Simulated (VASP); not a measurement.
Runs of VASP 6.6.1 on W. The structure is that of space group Pm-3m (No. 221), or close to it. The cells are those of the table. 

```csv
task,cell,k mesh,cutoff (eV),gap on the mesh (eV),pressure (GPa)
single point,"a = 2.593 Å, 1 atom",12 × 12 × 12,520,none,(b)
single point,"a = 2.558 Å, 1 atom",14 × 14 × 14,520,none,12.1
single point,"a = 2.660 Å, 1 atom",14 × 14 × 14,520,none,-14.7
single point,"a = 2.593 Å, 1 atom",14 × 14 × 14,520,none,1.3
single point,"a = 2.627 Å, 1 atom",14 × 14 × 14,520,none,-7.5
relaxation of cell and atoms,"relaxed from a = 2.577 Å, 1 atom",12 × 12 × 12,600,none,0.0
single point,"a = 2.485 Å, 1 atom",14 × 14 × 14,520,none,41.9
single point,"a = 2.522 Å, 1 atom",14 × 14 × 14,520,none,(a)
```

Alike in all rows: level LDA; potentials or basis VASP PAW LDA potentials, release 64 (W_sv); no spin polarisation; smearing fermi-dirac 0.1 eV.

Task: Fill in the values left out.

Result: (a) 25.4; (b) 1.6.

Caveats: spin-orbit coupling is left out, which moves the levels of the heavy elements.

A k mesh can miss the band edges, and the runs leave out spin-orbit coupling on W.

A gap of «none» marks levels without a gap at the run's occupations.
